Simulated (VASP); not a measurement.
The system is AlN.

```
Al N
1.0
     0.00000    2.18488    2.20673
     2.18488    0.00000    2.20673
     2.18488    2.18488    0.00000
Al N
1 1
Direct
  0.00000 0.00000 0.00000
  0.25000 0.25000 0.25000
```

This cell differs from its parent crystal: uniaxial z strain +1.0%.

Program: VASP 6.6.1. Alike in all runs: task single point; potentials or basis VASP PAW PBE potentials, release 64 (Al, N); no spin polarisation; cell as given; cutoff (eV) 520.

Question: Order these runs on this cell by their band gap on the k mesh, lowest first.
A. level r2SCAN; k mesh 10 × 10 × 10; smearing gaussian 0.01 eV
B. level PBE; k mesh 10 × 10 × 10; smearing fermi-dirac 0.02 eV
C. level HSE06; k mesh 8 × 8 × 8; smearing gaussian 0.01 eV; grid for exact exchange (PRECFOCK) Normal; share of exact exchange 0.25; screening parameter 0.2079 1/Å

Answer: B (3.28 eV), A (3.90 eV), C (4.51 eV).

A k mesh can miss the band edges.
